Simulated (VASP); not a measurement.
A run of VASP 6.6.1:

File INCAR:

```
ALGO = Normal ; EDIFF = 1E-6
EDIFFG = -0.025 ; ENCUT = 600
GGA = PE ; IBRION = 2
ISIF = 3 ; ISMEAR = 0
LASPH = T ; LCHARG = F
LREAL = F ; LWAVE = F
NELM = 100 ; NSW = 90
PREC = Accurate ; SIGMA = 0.1
```

KPOINTS

```
k-points
0
Gamma
  18 18 18
```

File POSCAR:

```
As
1.0
   -1.3676643801      1.3676643801      5.8379365644
    1.3676643801     -1.3676643801      5.8379365644
    1.3676643801      1.3676643801     -5.8379365644
As
2
Direct
    0.1114344216      0.1114344216      0.0000000000
    0.8885655784      0.8885655784      0.0000000000
```

Potentials or basis: VASP PAW PBE potentials, release 64 (As).

Command:

```bash
$ cat potpaw_PBE.64/As/POTCAR > POTCAR
$ mpirun -np 1 vasp_std > vasp.out
```

Hardware: 1 thread of Intel Xeon 8259CL, on a shared host.

Q: How long does it take, and how much memory?

A: It took 59 min on 1 thread of Intel Xeon 8259CL (shared host), peak memory 0.54 GiB. Counts: scf iterations 39, k points 480, ion steps 7.
